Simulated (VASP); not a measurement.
Hf, 3 atoms in the cell. Symmetry: P6/mmm, No. 191, hexagonal system. The conventional cell has a = 5.020 Å, b = 5.020 Å, c = 3.077 Å, α = 90.00°, β = 90.00°, γ = 120.00°. Hf (site symmetry 6/mmm) has 14 Hf at 3.08 to 3.28 Å within 4.1 Å. Within 3.8 Å of Hf (site symmetry -6m2) lie 11 Hf at 2.90 to 3.28 Å. 

```yaml
Program: VASP 6.6.1
Task: relaxation of cell and atoms
Functional: BLYP
Potentials_or_basis: VASP PAW PBE potentials, release 64 (Hf_pv)
Cutoff: 600 eV
k_mesh: 7 × 7 × 10
Occupations: fermi-dirac, width 0.1 eV
Spin: no spin polarisation
Dipole_correction: no
Further_INCAR_settings: ALGO = Normal; EDIFF = 1e-06; IBRION = 2; EDIFFG = -0.01; NSW = 80; ISIF = 3
```

Potentials or basis: VASP PAW PBE potentials, release 64 (Hf_pv).

Run with:

```console
$ cat potpaw_PBE.64/Hf_pv/POTCAR > POTCAR
$ mpirun -np 1 vasp_std > vasp.out
```

Hardware: 1 thread of Intel(R) Xeon(R) 6975P-C (Granite Rapids), with other jobs on the host.

Q: Estimate the wall time of this run.

A: It took 2.4 min on 1 thread of Intel(R) Xeon(R) 6975P-C (Granite Rapids), with other jobs on the host, peak memory 0.24 GiB. Counts: scf iterations 46, k points 48, ion steps 6.
